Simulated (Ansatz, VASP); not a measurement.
# One calculation of TaN, two programs

INCAR

```
PREC     = Accurate       # precision mode
ENCUT    = 600            # plane-wave cutoff, eV
EDIFF    = 1E-7           # SCF threshold, eV
ISMEAR   = 0              # smearing method
SIGMA    = 0.02           # smearing width, eV
LREAL    = False          # projectors in reciprocal space
LASPH    = True           # aspherical terms in the spheres
NELM     = 100            # most SCF steps
ALGO     = Normal         # electronic algorithm
ISIF     = 3              # what is computed and relaxed
LWAVE    = False          # write WAVECAR
LCHARG   = False          # write CHGCAR
GGA      = PS             # functional
IBRION   = 2              # ionic algorithm
NSW      = 80             # ionic steps
EDIFFG   = -0.01          # ionic threshold
```

Contents of KPOINTS:

```
Automatic mesh
0
Gamma
  14 14 14
```

The input POSCAR:

```
TaN
1.0
   -1.4446615927      1.4446615927      5.0998245929
    1.4446615927     -1.4446615927      5.0998245929
    1.4446615927      1.4446615927     -5.0998245929
Ta N
2 2
Direct
    0.7504835105      0.7504835105      0.0000000000
    0.5004835105      1.0004835105      0.5000000000
    0.3321450645      0.3321450645      0.0000000000
    0.0821450645      0.5821450645      0.5000000000
```

Input for Ansatz:

```yaml
crystal:
  lattice:
    - [-1.4446615927, 1.4446615927, 5.0998245929]
    - [1.4446615927, -1.4446615927, 5.0998245929]
    - [1.4446615927, 1.4446615927, -5.0998245929]
  atoms:
    - { symbol: Ta, position: [0.7504835105, 0.7504835105, 0.0] }
    - { symbol: Ta, position: [0.5004835105, 1.0004835105, 0.5] }
    - { symbol: "N", position: [0.3321450645, 0.3321450645, 0.0] }
    - { symbol: "N", position: [0.0821450645, 0.5821450645, 0.5] }
basis:
  ecutwfc: 420
kpoints:
  mp_grid: { grid: [14, 14, 14] }
hamiltonian:
  xc: pbesol
scf:
  occupations: { method: gaussian, width: 0.02 }
output:
  forces: true
  stress: true
  eigenvalues: true
relax:
  adjacent_minimum: "off"
  f_tol: 0.01
  max_steps: 60
  cell: { stress_tol: 0.1 }
```

Alike in both runs: task relaxation of cell and atoms; functional PBEsol; k mesh 14 × 14 × 14; occupations gaussian, width 0.02 eV; no spin polarisation.

|  | VASP | Ansatz |
| --- | --- | --- |
| version | VASP 6.6.1 | Ansatz 0.2.0 |
| potentials or method | VASP PAW PBE potentials, release 64 (Ta_pv, N), cutoff 600 eV | scalar-relativistic, plane waves, PAW |
| valence electrons in the cell | 32 | 36 |

|  | VASP | Ansatz | Ansatz less VASP |
| --- | --- | --- | --- |
| gap on the k mesh at the Fermi level, each at its own relaxed structure (eV) | 0.68 | 0.68 | +0.007 |
| relaxed volume (Å³/atom) | 10.65 | 10.63 | -0.021 |
| relaxed length of the cell vector where the two differ most in proportion (Å) | 5.495 | 5.492 | -0.0026 |

VASP's potentials were made for PBE, not for PBEsol. VASP's potentials hold 32 valence electrons a cell and Ansatz's 36, so a difference there can come from the potentials and not from the codes.

Spin-orbit coupling is off throughout.
